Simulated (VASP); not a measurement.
A run of VASP 6.6.1 is set up as follows.

File INCAR:

```
ALGO     = Fast           # electronic algorithm
EDIFF    = 1E-6           # SCF threshold, eV
ENCUT    = 520            # plane-wave cutoff, eV
GGA      = PE             # functional
ISIF     = 2              # what is computed and relaxed
ISMEAR   = 0              # smearing method
LASPH    = T              # aspherical terms in the spheres
LCHARG   = T              # write CHGCAR
LELF     = T              # ELF
LREAL    = F              # projectors in reciprocal space
LVHAR    = T            
LWAVE    = F              # write WAVECAR
NBANDS   = 12             # bands
NELM     = 60             # most SCF steps
PREC     = Accurate       # precision mode
SIGMA    = 0.15           # smearing width, eV
```

The input KPOINTS:

```
k-points
0
Gamma
  24 24 24
```

File POSCAR:

```
Cu
1.0
    0.2267896830      1.9277123052      1.9277123052
    1.9277123052      0.2267896830      1.9277123052
    1.9277123052      1.9277123052      0.2267896830
Cu
1
Direct
    0.0000000000      0.0000000000      0.0000000000
```

Potentials or basis: VASP PAW PBE potentials, release 64 (Cu).

Launch:

```bash
$ cat potpaw_PBE.64/Cu/POTCAR > POTCAR
$ mpirun -np 1 vasp_std > vasp.out
```

(1) What does it give for the pressure?

Answers

(1) 8.7 GPa.
